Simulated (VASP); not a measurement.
# Pd (Fm-3m) in VASP: a series of runs

Pd is run at these levels: LDA; tasks: single point.

All numbers are computed with VASP 6.6.1; they aren't measurements. Logs are shortened: lines on timing, memory, paths and dates and some standing lists are left out, and cuts for length are marked.

**1. The cell of the first run**

Symmetry: Fm-3m, No. 225, cubic system. The conventional cell has a = 3.842 Å, b = 3.842 Å, c = 3.842 Å, α = 90.00°, β = 90.00°, γ = 90.00°. Within 3.6 Å of Pd (site symmetry m-3m) lie 12 Pd at 2.72 Å.

**2. Single point, LDA**

File INCAR:

```
SYSTEM = Pd
  PREC = Accurate
  ENCUT = 520
  EDIFF = 1E-6
  ISMEAR = 0
  SIGMA = 1.0
  LREAL = .False.
  LASPH = .True.
  NELM = 80
  ALGO = Normal
  ISIF = 2
  LWAVE = .False.
  LCHARG = .False.
  NBANDS = 11
```

File KPOINTS:

```
Automatic mesh
0
Gamma
  14 14 14
  0 0 0
```

File POSCAR:

```
Pd
1.0
    0.0000000000      1.9211411165      1.9211411165
    1.9211411165      0.0000000000      1.9211411165
    1.9211411165      1.9211411165      0.0000000000
Pd
1
Direct
    0.0000000000      0.0000000000      0.0000000000
```

Potentials or basis: VASP PAW LDA potentials, release 64 (Pd).

Run with:

```console
$ cat potpaw_LDA.64/Pd/POTCAR > POTCAR
$ mpirun -np 1 vasp_std > vasp.out
```

OUTCAR:

```text
SYSTEM = Pd
   PREC = Accurate
   ENCUT = 520
   EDIFF = 1E-6
   ISMEAR = 0
   LREAL = .False.
   LASPH = .True.
   NELM = 80
   ISIF = 2

 ion  position               nearest neighbor table
   1  0.000  0.000  0.000-

  LATTYP: Found a face centered cubic cell.
 ALAT       =     3.8422822330

  Lattice vectors:

 A1 = (   0.0000000000,   1.9211411165,   1.9211411165)
 A2 = (   1.9211411165,   0.0000000000,   1.9211411165)
 A3 = (   1.9211411165,   1.9211411165,   0.0000000000)

Analysis of symmetry for initial positions (statically):
[... 33 lines left out ...]
                                     Primitive cell

  volume of cell :      14.1810

  direct lattice vectors                    reciprocal lattice vectors
     0.000000000  1.921141117  1.921141117    -0.260261985  0.260261985  0.260261985
     1.921141117  0.000000000  1.921141117     0.260261985 -0.260261985  0.260261985
     1.921141117  1.921141117  0.000000000     0.260261985  0.260261985 -0.260261985

  length of vectors
     2.716903822  2.716903822  2.716903822     0.450786981  0.450786981  0.450786981

  position of ions in fractional coordinates (direct lattice)
     0.000000000  0.000000000  0.000000000

  ion indices of the primitive-cell ions
   primitive index   ion index
                 1           1

----------------------------------------------------------------------------------------

 KPOINTS: Automatic mesh

Automatic generation of k-mesh.
 Grid dimensions read from file:
 generate k-points for:   14   14   14

 Generating k-lattice:

  Cartesian coordinates                     Fractional coordinates (reciprocal lattice)
    -0.018590142  0.018590142  0.018590142     0.071428571  0.000000000  0.000000000
     0.018590142 -0.018590142  0.018590142     0.000000000  0.071428571  0.000000000
     0.018590142  0.018590142 -0.018590142     0.000000000  0.000000000  0.071428571

  Length of vectors
     0.032199070  0.032199070  0.032199070

  Shift w.r.t. Gamma in fractional coordinates (k-lattice)
     0.000000000  0.000000000  0.000000000

 Subroutine IBZKPT returns following result:
 ===========================================

 Found    104 irreducible k-points:

 Following reciprocal coordinates:
            Coordinates               Weight
  0.000000  0.000000  0.000000      1.000000
  0.071429  0.000000  0.000000      8.000000
  0.142857  0.000000  0.000000      8.000000
[... 37 lines left out ...]
   LASPH  =      T    aspherical Exc in radial PAW
   ENCUT  =  520.0 eV  38.22 Ry    6.18 a.u.   5.05  5.05  5.05*2*pi/ulx,y,z
   NELM   =     80;   NELMIN=  2; NELMDL= -5     # of ELM steps
   EDIFF  = 0.1E-05   stopping-criterion for ELM
   LREAL  =      F    real-space projection
   EDIFFG = 0.1E-04   stopping-criterion for IOM
   NSW    =      0    number of steps for IOM
   IBRION =     -1    ionic relax: 0-MD 1-quasi-New 2-CG
   NFREE  =      0    steps in history (QN), initial steepest desc. (CG)
   ISIF   =      2    stress and relaxation
   ISYM   =      2    0-nonsym 1-usesym 2-fastsym
   POTIM  = 0.5000    time-step for ionic-motion
   TEBEG  =    0.0;   TEEND  =   0.0 temperature during run
   PSTRESS=    0.0 pullay stress
   NELECT =      10.0000    total number of electrons
   NUPDOWN=      -1.0000    fix difference up-down
   EMIN   =  10.00;   EMAX   =-10.00  energy-range for DOS
   EFERMI =   0.00;   METHOD = LEGACY
   ISMEAR =     0;   SIGMA  =   1.00  broadening in eV -4-tet -1-fermi 0-gaus
   EFERMI_NEDOS =   21; number of points for ismear=-14 and -15
   IALGO  =     38    algorithm
   IMIX   =      4    mixing-type and parameters
     AMIX     =   0.40;   BMIX     =  1.00
     AMIX_MAG =   1.60;   BMIX_MAG =  1.00
  volume/ion in A,a.u.               =      14.18        95.70
  Fermi-wavevector in a.u.,A,eV,Ry     =   1.457154  2.753622 28.889235  2.123299
  Thomas-Fermi vector in A             =   2.573989
   LORBIT       =      0    0 simple, 1 ext, 2 COOP (PROOUT), +10 PAW based schemes
   GGA     = CA    functional components
   LHFCALC =     F    Hartree Fock is set to
   AEXX    =    0.0000 exact exchange contribution
   IVDW    =     0    specifies the selected vdW correction
   LEPSILON=     F    determine dielectric tensor
   LRPA    =     F    only Hartree local field effects (RPA)
 non-spin polarized calculation
 Gauss-broadening in eV      SIGMA  =   1.00
  energy-cutoff  :      520.00
  volume of cell :       14.18
 maximum number of plane-waves:       392
   NGX = 11   NGY = 11   NGZ = 11

 number of electron      10.0000005 magnetization

 Free energy of the ion-electron system (eV)
  ---------------------------------------------------
  ext. energy  EPLUGINS =         0.00000000
  ---------------------------------------------------
  free energy    TOTEN  =        -6.82306164 eV

  energy without entropy =       -6.30810718  energy(sigma->0) =       -6.56558441

 E-fermi :  10.5538     XC(G=0): -13.7626

 val. band max:       10.5164657681   @ k =   0.5000   0.4286   0.0000
 cond. band min:      10.5943343424   @ k =   0.5000   0.5000   0.0000
 fundamental gap:      0.0778685744
 Fermi energy:        10.5537860139

 k-point     1 :       0.0000    0.0000    0.0000
  band No.  band energies     occupation
      1       2.7359      2.00000
      2       7.2189      2.00000
      3       7.2189      2.00000
      4       7.2189      2.00000
      5       8.9567      1.97609
      6       8.9567      1.97609
      7      27.4286      0.00000
      8      32.3630      0.00000
      9      32.3630      0.00000
     10      32.3630      0.00000
     11      35.8547      0.00000
[... 309 lines left out ...]
 k-point    24 :       0.2857    0.1429    0.0000
  band No.  band energies     occupation
      1       4.8964      2.00000
      2       6.3975      2.00000
      3       7.5398      1.99998
      4       7.9938      1.99971
      5       9.0982      1.96046
      6       9.5687      1.83643
      7      25.9247      0.00000
      8      29.0833      0.00000
      9      30.4347      0.00000
     10      32.2615      0.00000
     11      35.7857      0.00000

 [... further k-points ...]
[... 5 lines left out ...]
  --------------------------------------------------------------------------------------
  -------------------------------------------------------------------------------------
  Total        0.2309680      0.2309680      0.2309680      0.0000000      0.0000000      0.0000000
  in kB       26.0948400     26.0948400     26.0948400      0.0000000      0.0000000      0.0000000
  external PRESSURE =      26.0948400 kB  Pullay stress =       0.0000000 kB

 VOLUME and BASIS-vectors are now :
 -----------------------------------------------------------------------------
  energy-cutoff  :      520.00
  volume of cell :       14.18
      direct lattice vectors                 reciprocal lattice vectors
     0.000000000  1.921141117  1.921141117    -0.260261985  0.260261985  0.260261985
     1.921141117  0.000000000  1.921141117     0.260261985 -0.260261985  0.260261985
     1.921141117  1.921141117  0.000000000     0.260261985  0.260261985 -0.260261985

 POSITION                                       TOTAL-FORCE (eV/Angst)
 -----------------------------------------------------------------------------------
      0.00000      0.00000      0.00000         0.000000     -0.000000      0.000000
 -----------------------------------------------------------------------------------
    total drift:                                0.000000      0.000000     -0.000000

  FREE ENERGIE OF THE ION-ELECTRON SYSTEM (eV)
  ---------------------------------------------------
  free  energy   TOTEN  =        -6.8230616447 eV

  energy  without entropy=       -6.3081071761  energy(sigma->0) =       -6.56558441
```

OSZICAR:

```text
N       E                     dE             d eps       ncg     rms          rms(c)
DAV:   1     0.422033313261E+02    0.42203E+02   -0.52336E+03  2288   0.867E+02
DAV:   2    -0.659711186935E+01   -0.48800E+02   -0.47091E+02  2577   0.185E+02
DAV:   3    -0.717923868871E+01   -0.58213E+00   -0.57981E+00  2778   0.216E+01
DAV:   4    -0.718149304071E+01   -0.22544E-02   -0.22540E-02  2800   0.141E+00
DAV:   5    -0.718151553916E+01   -0.22498E-04   -0.22499E-04  2980   0.128E-01    0.941E+00
DAV:   6    -0.684478765836E+01    0.33673E+00   -0.12928E+00  2858   0.941E+00    0.452E+00
DAV:   7    -0.682884248616E+01    0.15945E-01   -0.33589E-02  3022   0.119E+00    0.226E+00
DAV:   8    -0.682309046764E+01    0.57520E-02   -0.22708E-03  2862   0.494E-01    0.104E-01
DAV:   9    -0.682305753702E+01    0.32931E-04   -0.20946E-04  2982   0.124E-01    0.155E-02
DAV:  10    -0.682306177073E+01   -0.42337E-05   -0.36696E-06  2895   0.179E-02    0.981E-03
DAV:  11    -0.682306164470E+01    0.12604E-06   -0.52995E-08  1969   0.238E-03
   1 F= -.68230616E+01 E0= -.65655844E+01  d E =-.514954E+00
```

Run time: 8.1 s. Hardware: 1 thread of Intel Xeon Platinum 8488C (Sapphire Rapids), shared host; peak memory 0.13 GiB.

Results:

| Quantity | Value |
| --- | --- |
| Free energy | -6.8231 eV |
| Pressure | 2.6 GPa |
| Band gap on the k mesh | zero (band 5 reaches 10.60 eV, above the bottom of band 6 at 8.88 eV) |

**3. Single point, LDA**

File INCAR:

```
  ALGO = Normal
  EDIFF = 1E-6
  ENCUT = 520
  GGA = CA
  ISIF = 2
  ISMEAR = 1
  LASPH = True
  LCHARG = False
  LREAL = False
  LWAVE = False
  NBANDS = 11
  NELM = 80
  PREC = Accurate
  SIGMA = 0.01
```

File KPOINTS:

```
k-points
0
Gamma
  14 14 14
```

POSCAR is that of step 2.

Potentials or basis: VASP PAW LDA potentials, release 64 (Pd).

Run with:

```console
$ cat potpaw_LDA.64/Pd/POTCAR > POTCAR
$ mpirun -np 1 vasp_std > vasp.out
```

OUTCAR:

```text
EDIFF = 1E-6
   ENCUT = 520
   GGA = CA
   ISIF = 2
   ISMEAR = 1
   LASPH = True
   LREAL = False
   NELM = 80
   PREC = Accurate

 ion  position               nearest neighbor table
   1  0.000  0.000  0.000-

  LATTYP: Found a face centered cubic cell.
 ALAT       =     3.8422822330

  Lattice vectors:

 A1 = (   0.0000000000,   1.9211411165,   1.9211411165)
 A2 = (   1.9211411165,   0.0000000000,   1.9211411165)
 A3 = (   1.9211411165,   1.9211411165,   0.0000000000)

[... 513 lines left out ...]
     11      35.8264      0.00000

 [... further k-points ...]

------------------------ aborting loop because EDIFF is reached ----------------------------------------

  FORCE on cell =-STRESS in cart. coord.  units (eV):
  Direction    XX          YY          ZZ          XY          YZ          ZX
  --------------------------------------------------------------------------------------
  -------------------------------------------------------------------------------------
  Total       -0.0177131     -0.0177131     -0.0177131      0.0000000      0.0000000     -0.0000000
  in kB       -2.0012317     -2.0012317     -2.0012317      0.0000000      0.0000000     -0.0000000
  external PRESSURE =      -2.0012317 kB  Pullay stress =       0.0000000 kB

 VOLUME and BASIS-vectors are now :
 -----------------------------------------------------------------------------
  energy-cutoff  :      520.00
  volume of cell :       14.18
      direct lattice vectors                 reciprocal lattice vectors
     0.000000000  1.921141117  1.921141117    -0.260261985  0.260261985  0.260261985
     1.921141117  0.000000000  1.921141117     0.260261985 -0.260261985  0.260261985
     1.921141117  1.921141117  0.000000000     0.260261985  0.260261985 -0.260261985

 POSITION                                       TOTAL-FORCE (eV/Angst)
 -----------------------------------------------------------------------------------
      0.00000      0.00000      0.00000         0.000000      0.000000      0.000000
 -----------------------------------------------------------------------------------
    total drift:                                0.000000      0.000000      0.000000

  FREE ENERGIE OF THE ION-ELECTRON SYSTEM (eV)
  ---------------------------------------------------
  free  energy   TOTEN  =        -6.4820630463 eV

  energy  without entropy=       -6.4819596509  energy(sigma->0) =       -6.48202858
```

stdout:

```text
POSCAR found type information on POSCAR Pd
 POSCAR found :  1 types and       1 ions
 scaLAPACK will be used
 LDA part: xc-table for (Slater(with rela. corr.)+CA(PZ))
 , standard interpolation
 POSCAR, INCAR and KPOINTS ok, starting setup
 FFT: planning ... GRIDC
 FFT: planning ... GRID_SOFT
 FFT: planning ... GRID
 WAVECAR not read
 entering main loop
```

Wall time 14 s (1 thread of Intel Xeon Platinum 8488C (Sapphire Rapids), shared host); peak memory 0.13 GiB.

What came out:

```
Free energy            : -6.4821 eV
Pressure               : -0.2 GPa
Band gap on the k mesh : zero (band 5 reaches 10.60 eV, above the bottom of band 6 at 8.90 eV)
```

**4. Single point, LDA**

File INCAR:

```
SYSTEM = Pd
PREC = Accurate ; ENCUT = 520
EDIFF = 1E-7 ; ISMEAR = 1
SIGMA = 0.03 ; LREAL = .False.
LASPH = .True. ; NELM = 80
ALGO = Normal ; ISIF = 2
LWAVE = .False. ; LCHARG = .False.
GGA = CA ; NBANDS = 11
```

File KPOINTS:

```
regular mesh
0
Gamma
  14 14 14
  0 0 0
```

POSCAR is that of step 3.

Run with:

```console
$ cat potpaw_LDA.64/Pd/POTCAR > POTCAR
$ mpirun -np 1 vasp_std > vasp.out
```

It took 11 s on 1 thread of Intel Xeon Platinum 8488C (Sapphire Rapids), shared host; peak memory 0.13 GiB.

The run converged. Its results:

- Free energy: -6.4822 eV
- Pressure: -0.2 GPa
- Band gap on the k mesh: zero (band 5 reaches 10.60 eV, above the bottom of band 6 at 8.90 eV)

Levels at points of the mesh, in eV from the Fermi level:
```
           k point  band 2  band 3  band 4  band 5  band 6  band 7  band 8  band 9
(0.00, 0.00, 0.00)   -3.05   -3.05   -3.05   -1.30   -1.30   17.14   22.09   22.09
(0.50, 0.00, 0.00)   -3.10   -3.10   -0.01   -0.01    0.86    7.58   16.53   21.31
(0.50, 0.50, 0.00)   -5.48   -0.03    0.32    0.32    3.25   11.14   13.28   13.28
```

**5. Single point, LDA**

File INCAR:

```
SYSTEM = Pd
PREC = Accurate
ENCUT = 520
EDIFF = 1E-7
ISMEAR = 1
SIGMA = 0.1
LREAL = .FALSE.
LASPH = .TRUE.
NELM = 80
ALGO = Normal
ISIF = 2
LWAVE = .FALSE.
LCHARG = .FALSE.
GGA = CA
NBANDS = 11
```

File KPOINTS:

```
regular mesh
0
G
  14 14 14
  0 0 0
```

POSCAR is that of step 4.

Run with:

```console
$ cat potpaw_LDA.64/Pd/POTCAR > POTCAR
$ mpirun -np 1 vasp_std > vasp.out
```

Run time: 11 s. Hardware: 1 thread of Intel Xeon Platinum 8259CL at 2.50GHz (Skylake/Cascade Lake), shared host; peak memory 0.13 GiB.

Results (log left out):

```yaml
Free_energy: -6.4825 eV
Pressure: -0.2 GPa
Band_gap_on_the_k_mesh: zero (band 5 reaches 10.60 eV, above the bottom of band 6 at 8.90 eV)
```

Levels at points of the mesh, in eV from the Fermi level:
```tsv
k point	band 1	band 2	band 3	band 4	band 5	band 6	band 7	band 8	band 9	band 10
(0.00, 0.00, 0.00)	-7.54	-3.05	-3.05	-3.05	-1.29	-1.29	17.15	22.10	22.10	22.10
(0.50, 0.00, 0.00)	-5.67	-3.09	-3.09	-0.01	-0.01	0.86	7.58	16.53	21.31	21.31
(0.50, 0.50, 0.00)	-5.76	-5.47	-0.02	0.33	0.33	3.26	11.14	13.29	13.29	22.11
```

**6. Overview**

```csv
smearing,gap on the mesh (eV),pressure (GPa)
gaussian 1 eV,none,2.6
methfessel-paxton 0.01 eV,none,-0.2
methfessel-paxton 0.03 eV,none,-0.2
methfessel-paxton 0.1 eV,none,-0.2
```

Alike in all rows: task single point; level LDA; potentials or basis VASP PAW LDA potentials, release 64 (Pd); no spin polarisation; cell as given; k mesh 14 × 14 × 14; cutoff (eV) 520.

Every run on the cell as given and a fine mesh finds a metal.

Total energies depend on the potentials used, so only differences within one code and one set of settings carry meaning.
